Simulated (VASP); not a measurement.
# RuAu (Pm-3m) in VASP: notebook

The runs below take RuAu through single point, relaxation of cell and atoms, with PBE0, PBEsol-based screened hybrid with 25 % exact exchange, PBE-based screened hybrid with 25 % exact exchange, PBEsol-based global hybrid with 25 % exact exchange.

Program: VASP 6.6.1. These are calculated values, not measurements. Logs are shortened: lines on timing, memory, paths and dates and some standing lists are left out, and cuts for length are marked.

### 1 The cell of the first run

It takes space group Pm-3m (No. 221, cubic). The conventional cell has a = 3.165 Å, b = 3.165 Å, c = 3.165 Å, α = 90.00°, β = 90.00°, γ = 90.00°. Ru (site symmetry m-3m) has 8 Au at 2.74 Å and 6 Ru at 3.16 Å within 3.6 Å. Au (site symmetry m-3m) has 8 Ru at 2.74 Å and 6 Au at 3.16 Å within 3.6 Å.

### 2 Single point, PBE0

The input, POSCAR:

```
RuAu
1.0
    3.1648100000      0.0000000000      0.0000000000
    0.0000000000      3.1648100000      0.0000000000
    0.0000000000      0.0000000000      3.1648100000
Ru Au
1 1
Direct
    0.0000000000      0.0000000000      0.0000000000
    0.5000000000      0.5000000000      0.5000000000
```

The input, INCAR.step1:

```
  ALGO = Normal
  EDIFF = 1E-5
  ENCUT = 400
  GGA = PE
  GGA_COMPAT = F
  ISIF = 2
  ISMEAR = -1
  LASPH = T
  LCHARG = F
  LREAL = F
  LWAVE = T
  NBANDS = 20
  NELM = 120
  PREC = Accurate
  SIGMA = 0.05
```

The input, INCAR.step2:

```
  AEXX = 0.25
  ALGO = Normal
  EDIFF = 1E-6
  ENCUT = 400
  GGA = PE
  GGA_COMPAT = F
  ISIF = 2
  ISMEAR = -1
  ISTART = 1
  LASPH = T
  LCHARG = F
  LHFCALC = T
  LREAL = F
  LWAVE = F
  NBANDS = 20
  NELM = 120
  PREC = Accurate
  PRECFOCK = Normal
  SIGMA = 0.05
```

The input, KPOINTS:

```
k-points
0
Gamma
  5 5 5
```

Potentials or basis: VASP PAW PBE potentials, release 64 (Ru_pv, Au).

Launch:

```console
$ cat potpaw_PBE.64/Ru_pv/POTCAR potpaw_PBE.64/Au/POTCAR > POTCAR
$ cp INCAR.step1 INCAR
$ mpirun -np 1 vasp_std > vasp.out
$ cp INCAR.step2 INCAR
$ mpirun -np 1 vasp_std > vasp.out
```

OUTCAR:

```text
AEXX = 0.25
   EDIFF = 1E-6
   ENCUT = 400
   GGA = PE
   ISIF = 2
   ISMEAR = -1
   ISTART = 1
   LASPH = T
   LHFCALC = T
   LREAL = F
   NELM = 120
   PREC = Accurate
   PRECFOCK = Normal

 ion  position               nearest neighbor table
   1  0.000  0.000  0.000-   2 2.74   2 2.74   2 2.74   2 2.74   2 2.74   2 2.74   2 2.74   2 2.74

   2  0.500  0.500  0.500-   1 2.74   1 2.74   1 2.74   1 2.74   1 2.74   1 2.74   1 2.74   1 2.74

  LATTYP: Found a simple cubic cell.
 ALAT       =     3.1648100000

  Lattice vectors:

 A1 = (   3.1648100000,   0.0000000000,   0.0000000000)
 A2 = (   0.0000000000,   3.1648100000,   0.0000000000)
 A3 = (   0.0000000000,   0.0000000000,   3.1648100000)

Analysis of symmetry for initial positions (statically):
=====================================================================
 Subroutine PRICEL returns:
 Original cell was already a primitive cell.

 Routine SETGRP: Setting up the symmetry group for a
 simple cubic supercell.

 Subroutine GETGRP returns: Found 48 space group operations
 (whereof 48 operations were pure point group operations)
 out of a pool of 48 trial point group operations.

The static configuration has the point symmetry O_h .

Analysis of symmetry for dynamics (positions and initial velocities):
=====================================================================
 Subroutine PRICEL returns:
 Original cell was already a primitive cell.

 Routine SETGRP: Setting up the symmetry group for a
 simple cubic supercell.

 Subroutine GETGRP returns: Found 48 space group operations
 (whereof 48 operations were pure point group operations)
 out of a pool of 48 trial point group operations.

The dynamic configuration has the point symmetry O_h .

 Subroutine INISYM returns: Found 48 space group operations
 (whereof 48 operations are pure point group operations),
 and found     1 'primitive' translations

----------------------------------------------------------------------------------------

                                     Primitive cell

  volume of cell :      31.6988

  direct lattice vectors                    reciprocal lattice vectors
     3.164810000  0.000000000  0.000000000     0.315974735  0.000000000  0.000000000
     0.000000000  3.164810000  0.000000000     0.000000000  0.315974735  0.000000000
     0.000000000  0.000000000  3.164810000     0.000000000  0.000000000  0.315974735

[... 71 lines left out ...]
   NSW    =      0    number of steps for IOM
   IBRION =     -1    ionic relax: 0-MD 1-quasi-New 2-CG
   NFREE  =      0    steps in history (QN), initial steepest desc. (CG)
   ISIF   =      2    stress and relaxation
   ISYM   =      3    0-nonsym 1-usesym 2-fastsym
   POTIM  = 0.5000    time-step for ionic-motion
   TEBEG  =    0.0;   TEEND  =   0.0 temperature during run
   PSTRESS=    0.0 pullay stress
   NELECT =      25.0000    total number of electrons
   NUPDOWN=      -1.0000    fix difference up-down
   EMIN   =  10.00;   EMAX   =-10.00  energy-range for DOS
   EFERMI =   0.00;   METHOD = LEGACY
   ISMEAR =    -1;   SIGMA  =   0.05  broadening in eV -4-tet -1-fermi 0-gaus
   EFERMI_NEDOS =   21; number of points for ismear=-14 and -15
   IALGO  =     38    algorithm
   IMIX   =      1    mixing-type and parameters
     AMIX     =   0.40;   BMIX     =  1.00
     AMIX_MAG =   1.60;   BMIX_MAG =  1.00
  volume/ion in A,a.u.               =      15.85       106.96
  Fermi-wavevector in a.u.,A,eV,Ry     =   1.512541  2.858288 31.127146  2.287781
  Thomas-Fermi vector in A             =   2.622452
   LORBIT       =      0    0 simple, 1 ext, 2 COOP (PROOUT), +10 PAW based schemes
   GGA     = PE    functional components
   LHFCALC =     T    Hartree Fock is set to
   PRECFOCK=normal    Normal, Fast or Accurate (Low or Medium for compatibility)
   ENCUT4O =  -1.0   cutoff for four orbital integrals eV
   NKREDX  =     1    reduce k-point grid by
   NKREDY  =     1    reduce k-point grid by
   NKREDZ  =     1    reduce k-point grid by
   AEXX    =    0.2500 exact exchange contribution
   HFSCREEN=    0.0000 screening length (either q_TF or 0.3 A-1)
   HFSCREENC=   0.0000 screening length for correlation (either q_TF or 0.3 A-1)
   ENCUTFOCK=  -1.0 apply spherical cutoff to Coloumb kernel
   IVDW    =     0    specifies the selected vdW correction
   LEPSILON=     F    determine dielectric tensor
   LRPA    =     F    only Hartree local field effects (RPA)
 non-spin polarized calculation
  energy-cutoff  :      400.00
  volume of cell :       31.70
 maximum number of plane-waves:       588
 NGX is ok and might be reduce to    24
  NGX = 16; NGY = 16; NGZ = 16

 number of electron      24.9999992 magnetization

 Free energy of the ion-electron system (eV)
  ---------------------------------------------------
  ext. energy  EPLUGINS =         0.00000000
  ---------------------------------------------------
  free energy    TOTEN  =       -13.95982178 eV

  energy without entropy =      -13.95518897  energy(sigma->0) =      -13.95750537

 E-fermi :  10.1618     XC(G=0): -10.3248

 val. band max:        9.3165690287   @ k =   0.4000   0.0000   0.0000
 cond. band min:      10.2982877691   @ k =   0.4000   0.2000   0.2000
 fundamental gap:      0.9817187404
 Fermi energy:        10.1617591328

 k-point     1 :       0.0000    0.0000    0.0000
  band No.  band energies     occupation
      1     -35.9848      2.00000
      2     -35.9848      2.00000
      3     -35.9848      2.00000
      4      -0.2321      2.00000
      5       1.8901      2.00000
      6       1.8901      2.00000
[... 219 lines left out ...]
     19      22.3550      0.00000
     20      22.3550      0.00000

------------------------ aborting loop because EDIFF is reached ----------------------------------------

  FORCE on cell =-STRESS in cart. coord.  units (eV):
  Direction    XX          YY          ZZ          XY          YZ          ZX
  --------------------------------------------------------------------------------------
  -------------------------------------------------------------------------------------
  Total       -1.9140341     -1.9140341     -1.9140341      0.0000000      0.0000000     -0.0000000
  in kB      -96.7425066    -96.7425066    -96.7425066      0.0000000      0.0000000     -0.0000000
  external PRESSURE =     -96.7425066 kB  Pullay stress =       0.0000000 kB

 VOLUME and BASIS-vectors are now :
 -----------------------------------------------------------------------------
  energy-cutoff  :      400.00
  volume of cell :       31.70
      direct lattice vectors                 reciprocal lattice vectors
     3.164810000  0.000000000  0.000000000     0.315974735  0.000000000  0.000000000
     0.000000000  3.164810000  0.000000000     0.000000000  0.315974735  0.000000000
     0.000000000  0.000000000  3.164810000     0.000000000  0.000000000  0.315974735

 POSITION                                       TOTAL-FORCE (eV/Angst)
 -----------------------------------------------------------------------------------
      0.00000      0.00000      0.00000         0.000000      0.000000      0.000000
      1.58241      1.58241      1.58241         0.000000      0.000000      0.000000
 -----------------------------------------------------------------------------------
    total drift:                                0.000000     -0.000000      0.000000

  FREE ENERGIE OF THE ION-ELECTRON SYSTEM (eV)
  ---------------------------------------------------
  free  energy   TOTEN  =       -13.9598217774 eV

  energy  without entropy=      -13.9551889688  energy(sigma->0) =      -13.95750537
```

OSZICAR.step1:

```text
N       E                     dE             d eps       ncg     rms          rms(c)
DAV:   1     0.163893507682E+03    0.16389E+03   -0.12140E+04   408   0.101E+03
DAV:   2    -0.937970328359E+01   -0.17327E+03   -0.16865E+03   432   0.305E+02
DAV:   3    -0.123377886297E+02   -0.29581E+01   -0.29474E+01   488   0.430E+01
DAV:   4    -0.123527098291E+02   -0.14921E-01   -0.14906E-01   428   0.329E+00
DAV:   5    -0.123528326299E+02   -0.12280E-03   -0.12280E-03   488   0.300E-01    0.133E+01
DAV:   6    -0.113855127804E+02    0.96732E+00   -0.22211E+00   432   0.143E+01    0.759E+00
DAV:   7    -0.113350403094E+02    0.50472E-01   -0.74903E-01   424   0.699E+00    0.307E+00
DAV:   8    -0.112946413558E+02    0.40399E-01   -0.17623E-01   424   0.428E+00    0.235E+00
DAV:   9    -0.112903325092E+02    0.43088E-02   -0.62795E-03   424   0.781E-01    0.269E-01
DAV:  10    -0.112901947380E+02    0.13777E-03   -0.36194E-04   456   0.196E-01    0.387E-02
DAV:  11    -0.112902030077E+02   -0.82697E-05   -0.10475E-05   324   0.310E-02
   1 F= -.11290203E+02 E0= -.11287179E+02  d E =-.604724E-02
```

Wall time 5 min (1 thread of Intel Xeon 6975P-C (Granite Rapids), shared host); peak memory 0.13 GiB.

What came out:

| Quantity | Value |
| --- | --- |
| Free energy | -13.9598 eV |
| Pressure | -9.7 GPa |
| Band gap on the k mesh | zero (an odd number of electrons rules out a gap without spin polarisation) |

Levels at points of the mesh, in eV from the Fermi level:
```csv
k point,band 9,band 10,band 11,band 12,band 13,band 14,band 15,band 16
"(0.00, 0.00, 0.00)",-5.70,-2.40,-2.40,0.62,0.62,0.62,8.69,8.69
```

Caveat: the k points lie up to 0.40 Å⁻¹ apart, too coarse for converged energies and pressures of a metal; the PAW data sets were made with another functional, which shifts forces and pressure a little; spin-orbit coupling is left out, which moves the levels of the heavy elements.

### 3 Single point, PBEsol-based screened hybrid with 25 % exact exchange

This run uses another cell than the first one, of 14.97 Å³/atom.

The input, POSCAR:

```
RuAu
1.0
    3.1051742876      0.0000000000      0.0000000000
    0.0000000000      3.1051742876      0.0000000000
    0.0000000000      0.0000000000      3.1051742876
Ru Au
1 1
Direct
    0.0000000000      0.0000000000      0.0000000000
    0.5000000000      0.5000000000      0.5000000000
```

The input, INCAR.step1:

```
  ALGO = Normal
  EDIFF = 1E-5
  ENCUT = 520
  GGA = PE
  ISIF = 2
  ISMEAR = -1
  LASPH = True
  LCHARG = False
  LREAL = False
  LWAVE = True
  NBANDS = 20
  NELM = 80
  PREC = Accurate
  SIGMA = 0.05
```

The input, INCAR.step2:

```
  AEXX = 0.25
  ALGO = Normal
  EDIFF = 1E-6
  ENCUT = 520
  GGA = PS
  HFSCREEN = 0.207
  ISIF = 2
  ISMEAR = -1
  ISTART = 1
  LASPH = True
  LCHARG = False
  LHFCALC = True
  LREAL = False
  LWAVE = False
  NBANDS = 20
  NELM = 80
  PREC = Accurate
  PRECFOCK = Normal
  SIGMA = 0.05
```

The input, KPOINTS:

```
k-points
0
Gamma
  4 4 4
```

Potentials or basis: VASP PAW PBE potentials, release 64 (Ru_pv, Au).

Launch:

```console
$ cat potpaw_PBE.64/Ru_pv/POTCAR potpaw_PBE.64/Au/POTCAR > POTCAR
$ cp INCAR.step1 INCAR
$ mpirun -np 1 vasp_std > vasp.out
$ cp INCAR.step2 INCAR
$ mpirun -np 1 vasp_std > vasp.out
```

OUTCAR:

```text
AEXX = 0.25
   EDIFF = 1E-6
   ENCUT = 520
   GGA = PS
   HFSCREEN = 0.207
   ISIF = 2
   ISMEAR = -1
   ISTART = 1
   LASPH = True
   LHFCALC = True
   LREAL = False
   NELM = 80
   PREC = Accurate
   PRECFOCK = Normal

 ion  position               nearest neighbor table
   1  0.000  0.000  0.000-   2 2.69   2 2.69   2 2.69   2 2.69   2 2.69   2 2.69   2 2.69   2 2.69

   2  0.500  0.500  0.500-   1 2.69   1 2.69   1 2.69   1 2.69   1 2.69   1 2.69   1 2.69   1 2.69

  LATTYP: Found a simple cubic cell.
 ALAT       =     3.1051742876

  Lattice vectors:

 A1 = (   3.1051742876,   0.0000000000,   0.0000000000)
 A2 = (   0.0000000000,   3.1051742876,   0.0000000000)
 A3 = (   0.0000000000,   0.0000000000,   3.1051742876)

Analysis of symmetry for initial positions (statically):
=====================================================================
 Subroutine PRICEL returns:
 Original cell was already a primitive cell.

 Routine SETGRP: Setting up the symmetry group for a
 simple cubic supercell.

[... 153 lines left out ...]
  ext. energy  EPLUGINS =         0.00000000
  ---------------------------------------------------
  free energy    TOTEN  =       -13.83618309 eV

  energy without entropy =      -13.82164468  energy(sigma->0) =      -13.82891389

 E-fermi :  10.6529     XC(G=0): -11.0859

 val. band max:       10.6099549610   @ k =   0.5000   0.2500   0.0000
 cond. band min:      11.0309011454   @ k =   0.2500   0.0000   0.0000
 fundamental gap:      0.4209461844
 Fermi energy:        10.6528624900

 k-point     1 :       0.0000    0.0000    0.0000
  band No.  band energies     occupation
      1     -34.6601      2.00000
      2     -34.6601      2.00000
      3     -34.6601      2.00000
      4       0.4957      2.00000
      5       2.6610      2.00000
      6       2.6610      2.00000
[... 219 lines left out ...]
     19      21.2052      0.00000
     20      21.2052      0.00000

------------------------ aborting loop because EDIFF is reached ----------------------------------------

  FORCE on cell =-STRESS in cart. coord.  units (eV):
  Direction    XX          YY          ZZ          XY          YZ          ZX
  --------------------------------------------------------------------------------------
  -------------------------------------------------------------------------------------
  Total        0.0337373      0.0337373      0.0337373      0.0000000      0.0000000      0.0000000
  in kB        1.8053556      1.8053556      1.8053556      0.0000000      0.0000000      0.0000000
  external PRESSURE =       1.8053556 kB  Pullay stress =       0.0000000 kB

 VOLUME and BASIS-vectors are now :
 -----------------------------------------------------------------------------
  energy-cutoff  :      520.00
  volume of cell :       29.94
      direct lattice vectors                 reciprocal lattice vectors
     3.105174288  0.000000000  0.000000000     0.322043115  0.000000000  0.000000000
     0.000000000  3.105174288  0.000000000     0.000000000  0.322043115  0.000000000
     0.000000000  0.000000000  3.105174288     0.000000000  0.000000000  0.322043115

 POSITION                                       TOTAL-FORCE (eV/Angst)
 -----------------------------------------------------------------------------------
      0.00000      0.00000      0.00000         0.000000      0.000000      0.000000
      1.55259      1.55259      1.55259         0.000000      0.000000      0.000000
 -----------------------------------------------------------------------------------
    total drift:                               -0.000007      0.000006     -0.000018

  FREE ENERGIE OF THE ION-ELECTRON SYSTEM (eV)
  ---------------------------------------------------
  free  energy   TOTEN  =       -13.8361830936 eV

  energy  without entropy=      -13.8216446785  energy(sigma->0) =      -13.82891389
```

It took 19 min on 1 thread of Intel Xeon 8259CL, shared host; peak memory 0.25 GiB.

Results:

```yaml
Free_energy: -13.8362 eV
Pressure: 0.2 GPa
Band_gap_on_the_k_mesh: zero (an odd number of electrons rules out a gap without spin polarisation)
```

Caveat: the k points lie up to 0.51 Å⁻¹ apart, too coarse for converged energies and pressures of a metal; the PAW data sets were made with another functional, which shifts forces and pressure a little; spin-orbit coupling is left out, which moves the levels of the heavy elements.

(Part 1 of 3 ends here.)

The gap in the log of VASP goes by the Fermi energy; the results here count the filled bands.